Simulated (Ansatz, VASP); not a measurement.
AlGa3N4 in VASP and in Ansatz

Contents of INCAR:

```
SYSTEM = AlGa3N4
PREC = Accurate
ENCUT = 520
EDIFF = 1E-6
ISMEAR = 0
SIGMA = 0.05
LREAL = .FALSE.
LASPH = .TRUE.
NELM = 100
ALGO = Normal
ISIF = 2
LWAVE = .FALSE.
LCHARG = .FALSE.
GGA = PS
NBANDS = 41
```

File KPOINTS:

```
regular mesh
0
G
  6 6 6
  0 0 0
```

Contents of POSCAR:

```
AlGa3N4
1.0
    4.1548469939      0.0000000000      0.0000000000
    0.0000000000      4.4675774128      0.0000000000
    0.0000000000      0.0000000000      4.4675774128
Al Ga N
1 3 4
Direct
    0.0000000000      0.0000000000      0.0000000000
    0.5000000000      0.5000000000      0.0000000000
    0.5000000000      0.0000000000      0.5000000000
    0.0000000000      0.5000000000      0.5000000000
    0.7550464072      0.7550464072      0.2449535928
    0.7550464072      0.2449535928      0.7550464072
    0.2449535928      0.7550464072      0.7550464072
    0.2449535928      0.2449535928      0.2449535928
```

Input for Ansatz:

```yaml
crystal:
  lattice:
    - [4.1548469939, 0.0, 0.0]
    - [0.0, 4.4675774128, 0.0]
    - [0.0, 0.0, 4.4675774128]
  atoms:
    - { symbol: Al, position: [0.0, 0.0, 0.0] }
    - { symbol: Ga, position: [0.5, 0.5, 0.0] }
    - { symbol: Ga, position: [0.5, 0.0, 0.5] }
    - { symbol: Ga, position: [0.0, 0.5, 0.5] }
    - { symbol: "N", position: [0.7550464072, 0.7550464072, 0.2449535928] }
    - { symbol: "N", position: [0.7550464072, 0.2449535928, 0.7550464072] }
    - { symbol: "N", position: [0.2449535928, 0.7550464072, 0.7550464072] }
    - { symbol: "N", position: [0.2449535928, 0.2449535928, 0.2449535928] }
basis:
  ecutwfc: 520.0
kpoints:
  mp_grid: { grid: [6, 6, 6] }
hamiltonian:
  xc: pbesol
  pseudopotentials: { kind: paw, azcp: { folder: soft_1 } }
scf:
  occupations: { method: gaussian, width: 0.05 }
output:
  forces: true
  stress: true
  eigenvalues: true
```

Change from the starting cell: mode 4 frozen in at +0.000 Å, normal strain along x -0.0700.

Alike in both runs: task single point; functional PBEsol; k mesh 6 × 6 × 6; occupations gaussian, width 0.05 eV; no spin polarisation.

|  | VASP | Ansatz |
| --- | --- | --- |
| version | VASP 6.6.1 | Ansatz 0.2.0 |
| potentials or method | VASP PAW PBE potentials, release 64 (Al, Ga_d, N), cutoff 520 eV | scalar-relativistic, plane waves, PAW |
| valence electrons in the cell | 62 | 62 |

```csv
,VASP,Ansatz,Ansatz less VASP
gap on the k mesh at the Fermi level (eV),2.62,2.60,-0.018
least direct gap on the mesh (eV),2.62,2.60,-0.018
pressure (GPa),15.5,15.7,+0.16
"traceless stress, the component that is largest in VASP (GPa)",4.51,4.46,-0.043
rms of the force components (eV/Å),0.037,0.038,+0.0005
```

VASP's potentials were made for PBE, not for PBEsol, and Ansatz warns of the same on its side. Atom by atom the forces differ by 0.008 eV/Å (rms over components).
